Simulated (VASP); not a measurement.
# La3Sb (L12 type) (Pm-3m) in VASP: further runs

La3Sb (L12 type) is run at these levels: r2SCAN, r2SCAN+U; tasks: single point.

Everything below comes from runs of VASP 6.6.1. Logs are shortened: lines on timing, memory, paths and dates and some standing lists are left out, and cuts for length are marked.

### 1 The cell of the first run

It takes space group Pm-3m (No. 221, cubic). The conventional cell has a = 4.647 Å, b = 4.647 Å, c = 4.647 Å, α = 90.00°, β = 90.00°, γ = 90.00°. Within 4.3 Å of Sb (site symmetry m-3m) lie 12 La at 3.29 Å. Within 4.3 Å of La (site symmetry 4/mmm) lie 4 Sb at 3.29 Å and 8 La at 3.29 Å.

### 2 Single point, r2SCAN

Contents of POSCAR:

```
La3Sb
1.0
    4.6471202473      0.0000000000      0.0000000000
    0.0000000000      4.6471202473      0.0000000000
    0.0000000000      0.0000000000      4.6471202473
Sb La
1 3
Direct
    0.0000000000      0.0000000000      0.0000000000
    0.0000000000      0.5000000000      0.5000000000
    0.5000000000      0.0000000000      0.5000000000
    0.5000000000      0.5000000000      0.0000000000
```

Contents of INCAR.step1:

```
SYSTEM = La3Sb
PREC     = Accurate       ! precision mode
ENCUT    = 520            ! plane-wave cutoff, eV
ISMEAR   = -1             ! smearing method
SIGMA    = 0.05           ! smearing width, eV
LREAL    = .FALSE.        ! projectors in reciprocal space
LASPH    = .TRUE.         ! aspherical terms in the spheres
NELM     = 80             ! most SCF steps
NBANDS   = 27             ! bands
GGA      = PE             ! functional
ALGO     = Normal         ! electronic algorithm
EDIFF    = 1E-4           ! SCF threshold, eV
LWAVE    = .TRUE.         ! write WAVECAR
LCHARG   = .FALSE.        ! write CHGCAR
```

Contents of INCAR.step2:

```
SYSTEM = La3Sb
PREC     = Accurate       ! precision mode
ENCUT    = 520            ! plane-wave cutoff, eV
EDIFF    = 1E-7           ! SCF threshold, eV
ISMEAR   = -1             ! smearing method
SIGMA    = 0.05           ! smearing width, eV
LREAL    = .FALSE.        ! projectors in reciprocal space
LASPH    = .TRUE.         ! aspherical terms in the spheres
NELM     = 80             ! most SCF steps
ALGO     = Normal         ! electronic algorithm
ISIF     = 2              ! what is computed and relaxed
LWAVE    = .FALSE.        ! write WAVECAR
LCHARG   = .FALSE.        ! write CHGCAR
METAGGA  = R2SCAN         ! meta-GGA
LMIXTAU  = .TRUE.       
NBANDS   = 27             ! bands
ISTART   = 1
```

Contents of KPOINTS:

```
regular mesh
0
G
  7 7 7
  0 0 0
```

Potentials or basis: VASP PAW PBE potentials, release 64 (Sb, La).

Launch:

```console
$ cat potpaw_PBE.64/Sb/POTCAR potpaw_PBE.64/La/POTCAR > POTCAR
$ cp INCAR.step1 INCAR
$ mpirun -np 1 vasp_std > vasp.out
$ cp INCAR.step2 INCAR
$ mpirun -np 1 vasp_std > vasp.out
```

OUTCAR:

```text
SYSTEM = La3Sb
   PREC = Accurate
   ENCUT = 520
   EDIFF = 1E-7
   ISMEAR = -1
   LREAL = .FALSE.
   LASPH = .TRUE.
   NELM = 80
   ISIF = 2
   METAGGA = R2SCAN
   ISTART = 1

 ion  position               nearest neighbor table
   1  0.000  0.000  0.000-   2 3.29   3 3.29   4 3.29   2 3.29   3 3.29   2 3.29   4 3.29   2 3.29
                             3 3.29   4 3.29   3 3.29   4 3.29
   2  0.000  0.500  0.500-   1 3.29   3 3.29   4 3.29   1 3.29   4 3.29   1 3.29   3 3.29   1 3.29
                             3 3.29   4 3.29   4 3.29   3 3.29
   3  0.500  0.000  0.500-   1 3.29   2 3.29   4 3.29   1 3.29   4 3.29   2 3.29   4 3.29   4 3.29
                             1 3.29   2 3.29   1 3.29   2 3.29
   4  0.500  0.500  0.000-   1 3.29   2 3.29   3 3.29   2 3.29   3 3.29   1 3.29   3 3.29   3 3.29
                             1 3.29   2 3.29   2 3.29   1 3.29

  LATTYP: Found a simple cubic cell.
 ALAT       =     4.6471202473

  Lattice vectors:

 A1 = (   4.6471202473,   0.0000000000,   0.0000000000)
 A2 = (   0.0000000000,   4.6471202473,   0.0000000000)
 A3 = (   0.0000000000,   0.0000000000,   4.6471202473)

Analysis of symmetry for initial positions (statically):
=====================================================================
 Subroutine PRICEL returns:
 Original cell was already a primitive cell.

 Routine SETGRP: Setting up the symmetry group for a
 simple cubic supercell.

 Subroutine GETGRP returns: Found 48 space group operations
 (whereof 48 operations were pure point group operations)
 out of a pool of 48 trial point group operations.

The static configuration has the point symmetry O_h .

Analysis of symmetry for dynamics (positions and initial velocities):
=====================================================================
 Subroutine PRICEL returns:
 Original cell was already a primitive cell.

 Routine SETGRP: Setting up the symmetry group for a
 simple cubic supercell.

 Subroutine GETGRP returns: Found 48 space group operations
 (whereof 48 operations were pure point group operations)
 out of a pool of 48 trial point group operations.

The dynamic configuration has the point symmetry O_h .

 Subroutine INISYM returns: Found 48 space group operations
 (whereof 48 operations are pure point group operations),
 and found     1 'primitive' translations

----------------------------------------------------------------------------------------

                                     Primitive cell

  volume of cell :     100.3579
[... 88 lines left out ...]
   EDIFF  = 0.1E-06   stopping-criterion for ELM
   LREAL  =      F    real-space projection
   EDIFFG = 0.1E-05   stopping-criterion for IOM
   NSW    =      0    number of steps for IOM
   IBRION =     -1    ionic relax: 0-MD 1-quasi-New 2-CG
   NFREE  =      0    steps in history (QN), initial steepest desc. (CG)
   ISIF   =      2    stress and relaxation
   ISYM   =      2    0-nonsym 1-usesym 2-fastsym
   POTIM  = 0.5000    time-step for ionic-motion
   TEBEG  =    0.0;   TEEND  =   0.0 temperature during run
   PSTRESS=    0.0 pullay stress
   NELECT =      38.0000    total number of electrons
   NUPDOWN=      -1.0000    fix difference up-down
   EMIN   =  10.00;   EMAX   =-10.00  energy-range for DOS
   EFERMI =   0.00;   METHOD = LEGACY
   ISMEAR =    -1;   SIGMA  =   0.05  broadening in eV -4-tet -1-fermi 0-gaus
   EFERMI_NEDOS =   21; number of points for ismear=-14 and -15
   IALGO  =     38    algorithm
   IMIX   =      4    mixing-type and parameters
     AMIX     =   0.40;   BMIX     =  1.00
     AMIX_MAG =   1.60;   BMIX_MAG =  1.00
  volume/ion in A,a.u.               =      25.09       169.31
  Fermi-wavevector in a.u.,A,eV,Ry     =   1.184365  2.238125 19.085161  1.402720
  Thomas-Fermi vector in A             =   2.320580
   LORBIT       =      0    0 simple, 1 ext, 2 COOP (PROOUT), +10 PAW based schemes
   METAGGA = R2SCAN    functional components
   LHFCALC =     F    Hartree Fock is set to
   AEXX    =    0.0000 exact exchange contribution
   IVDW    =     0    specifies the selected vdW correction
   LEPSILON=     F    determine dielectric tensor
   LRPA    =     F    only Hartree local field effects (RPA)
 non-spin polarized calculation
  energy-cutoff  :      520.00
  volume of cell :      100.36
 maximum number of plane-waves:      2726
 NGX is ok and might be reduce to    36

 number of electron      38.0000005 magnetization

 Free energy of the ion-electron system (eV)
  ---------------------------------------------------
  ext. energy  EPLUGINS =         0.00000000
  ---------------------------------------------------
  free energy    TOTEN  =      -116.70197081 eV

  energy without entropy =     -116.66420656  energy(sigma->0) =     -116.68308869

 E-fermi :  11.8287     XC(G=0): -11.8213

 val. band max:       11.8020028580   @ k =   0.4286   0.2857   0.0000
 cond. band min:      11.8557612767   @ k =   0.2857   0.0000   0.0000
 fundamental gap:      0.0537584188
 Fermi energy:        11.8287089902

 k-point     1 :       0.0000    0.0000    0.0000
  band No.  band energies     occupation
      1     -22.1834      2.00000
      2     -21.2980      2.00000
      3     -21.2980      2.00000
      4      -6.5491      2.00000
      5      -6.5491      2.00000
      6      -6.5491      2.00000
[... 589 lines left out ...]
     26      13.9987      0.00000
     27      14.4387      0.00000

------------------------ aborting loop because EDIFF is reached ----------------------------------------

  FORCE on cell =-STRESS in cart. coord.  units (eV):
  Direction    XX          YY          ZZ          XY          YZ          ZX
  --------------------------------------------------------------------------------------
  -------------------------------------------------------------------------------------
  Total       10.6817339     10.6817339     10.6817339      0.0000000      0.0000000      0.0000000
  in kB      170.5299267    170.5299267    170.5299267      0.0000000      0.0000000      0.0000000
  external PRESSURE =     170.5299267 kB  Pullay stress =       0.0000000 kB

 VOLUME and BASIS-vectors are now :
 -----------------------------------------------------------------------------
  energy-cutoff  :      520.00
  volume of cell :      100.36
      direct lattice vectors                 reciprocal lattice vectors
     4.647120247  0.000000000  0.000000000     0.215187029  0.000000000  0.000000000
     0.000000000  4.647120247  0.000000000     0.000000000  0.215187029  0.000000000
     0.000000000  0.000000000  4.647120247     0.000000000  0.000000000  0.215187029

 POSITION                                       TOTAL-FORCE (eV/Angst)
 -----------------------------------------------------------------------------------
      0.00000      0.00000      0.00000         0.000000      0.000000      0.000000
      0.00000      2.32356      2.32356         0.000000      0.000000      0.000000
      2.32356      0.00000      2.32356         0.000000      0.000000      0.000000
      2.32356      2.32356      0.00000         0.000000      0.000000      0.000000
 -----------------------------------------------------------------------------------
    total drift:                                0.000000      0.000000      0.000000

  FREE ENERGIE OF THE ION-ELECTRON SYSTEM (eV)
  ---------------------------------------------------
  free  energy   TOTEN  =      -116.7019708144 eV

  energy  without entropy=     -116.6642065637  energy(sigma->0) =     -116.68308869
```

OUTCAR.step1:

```text
SYSTEM = La3Sb
   PREC = Accurate
   ENCUT = 520
   ISMEAR = -1
   LREAL = .FALSE.
   LASPH = .TRUE.
[... 825 lines left out ...]
      0.00000      2.32356      2.32356         0.000000      0.000000      0.000000
      2.32356      0.00000      2.32356         0.000000      0.000000      0.000000
      2.32356      2.32356      0.00000         0.000000      0.000000      0.000000
 -----------------------------------------------------------------------------------
    total drift:                                0.000000      0.000000      0.000000

  FREE ENERGIE OF THE ION-ELECTRON SYSTEM (eV)
  ---------------------------------------------------
  free  energy   TOTEN  =       -20.2097871880 eV

  energy  without entropy=      -20.1724518053  energy(sigma->0) =      -20.19111950
```

OSZICAR.step1:

```text
N       E                     dE             d eps       ncg     rms          rms(c)
DAV:   1     0.452998437495E+03    0.45300E+03   -0.12823E+04  1080   0.196E+03
DAV:   2     0.605229612969E+02   -0.39248E+03   -0.38341E+03  1600   0.386E+02
DAV:   3    -0.117322370492E+02   -0.72255E+02   -0.70888E+02  1872   0.199E+02
DAV:   4    -0.195791672841E+02   -0.78469E+01   -0.76757E+01  2101   0.668E+01
DAV:   5    -0.206162523977E+02   -0.10371E+01   -0.10325E+01  2160   0.232E+01    0.834E+00
DAV:   6    -0.202443075516E+02    0.37194E+00   -0.26339E+00  2008   0.113E+01    0.439E+00
DAV:   7    -0.202086291901E+02    0.35678E-01   -0.55757E-01  2048   0.579E+00    0.141E+00
DAV:   8    -0.202087168891E+02   -0.87699E-04   -0.77880E-02  2008   0.229E+00    0.223E-01
DAV:   9    -0.202095628395E+02   -0.84595E-03   -0.80399E-03  2064   0.880E-01    0.104E-01
DAV:  10    -0.202097836367E+02   -0.22080E-03   -0.14052E-03  1992   0.373E-01    0.307E-02
DAV:  11    -0.202097871880E+02   -0.35513E-05   -0.13776E-04  1376   0.128E-01
   1 F= -.20209787E+02 E0= -.20191119E+02  d E =-.373354E-01
```

Run time: 3.3 min. Hardware: 1 thread of Intel Xeon Platinum 8488C (Sapphire Rapids), shared host; peak memory 0.25 GiB.

Results:

```yaml
Free_energy: -116.7020 eV
Pressure: 17.1 GPa
Band_gap_on_the_k_mesh: zero (band 19 reaches 12.27 eV, above the bottom of band 20 at 10.49 eV)
```

Levels at points of the mesh, in eV from the Fermi level:
```csv
k point,band 15,band 16,band 17,band 18,band 19,band 20,band 21,band 22,band 23,band 24
"(0.00, 0.00, 0.00)",-1.89,-1.89,-1.78,-1.78,-1.78,-1.34,-1.34,-1.34,1.81,2.65
```

Caveat: the PAW data sets were made with another functional, which shifts forces and pressure a little; spin-orbit coupling is left out, which moves the levels of the heavy elements.

### 3 Single point, r2SCAN+U

POSCAR is that of step 2.

Contents of INCAR.step1:

```
SYSTEM = La3Sb
  PREC = Accurate
  ENCUT = 520
  ISMEAR = -1
  SIGMA = 0.05
  LREAL = .False.
  LASPH = .True.
  NELM = 150
  LMAXMIX = 6
  LDAU = .True.
  LDAUTYPE = 2
  LDAUL = -1 3
  LDAUU = 0 5
  LDAUJ = 0 0
  NBANDS = 27
  GGA = PE
  ALGO = Normal
  EDIFF = 1E-4
  LWAVE = .True.
  LCHARG = .False.
```

Contents of INCAR.step2:

```
SYSTEM = La3Sb
  PREC = Accurate
  ENCUT = 520
  EDIFF = 1E-6
  ISMEAR = -1
  SIGMA = 0.05
  LREAL = .False.
  LASPH = .True.
  NELM = 150
  ALGO = Normal
  ISIF = 2
  LWAVE = .False.
  LCHARG = .False.
  LMAXMIX = 6
  LDAU = .True.
  LDAUTYPE = 2
  LDAUL = -1 3
  LDAUU = 0 5
  LDAUJ = 0 0
  LDAUPRINT = 1
  METAGGA = R2SCAN
  LMIXTAU = .True.
  NBANDS = 27
  ISTART = 1
```

Contents of KPOINTS:

```
Automatic mesh
0
Gamma
  7 7 7
  0 0 0
```

Potentials or basis: VASP PAW PBE potentials, release 64 (Sb, La).

Launch:

```console
$ cat potpaw_PBE.64/Sb/POTCAR potpaw_PBE.64/La/POTCAR > POTCAR
$ cp INCAR.step1 INCAR
$ mpirun -np 1 vasp_std > vasp.out
$ cp INCAR.step2 INCAR
$ mpirun -np 1 vasp_std > vasp.out
```

Run time: 3.7 min. Hardware: 1 thread of Intel Xeon Platinum 8488C (Sapphire Rapids), shared host; peak memory 0.25 GiB.

It converged, with:

```yaml
Free_energy: -115.8235 eV
Pressure: 20.7 GPa
Band_gap_on_the_k_mesh: zero (band 19 reaches 12.54 eV, above the bottom of band 20 at 10.71 eV)
```

Levels at points of the mesh, in eV from the Fermi level:
```csv
k point,band 15,band 16,band 17,band 18,band 19,band 20,band 21,band 22,band 23,band 24
"(0.00, 0.00, 0.00)",-2.01,-2.01,-1.92,-1.92,-1.92,-1.23,-1.23,-1.23,3.23,3.23
```

Eigenvalues of the final occupation matrices:
| site | spin | trace | eigenvalues |
| --- | --- | --- | --- |
| site 2 f | 1 | 0.04 | 0.00 0.01 0.01 0.01 0.01 0.01 0.01 |
| site 2 f | 2 | 0.04 | 0.00 0.01 0.01 0.01 0.01 0.01 0.01 |
| site 3 f | 1 | 0.04 | 0.00 0.01 0.01 0.01 0.01 0.01 0.01 |
| site 3 f | 2 | 0.04 | 0.00 0.01 0.01 0.01 0.01 0.01 0.01 |
| site 4 f | 1 | 0.04 | 0.00 0.01 0.01 0.01 0.01 0.01 0.01 |
| site 4 f | 2 | 0.04 | 0.00 0.01 0.01 0.01 0.01 0.01 0.01 |

Caveat: the PAW data sets were made with another functional, which shifts forces and pressure a little; spin-orbit coupling is left out, which moves the levels of the heavy elements; U without spin polarisation on a metal has little footing; the U is typed as a test and isn't derived for this compound.
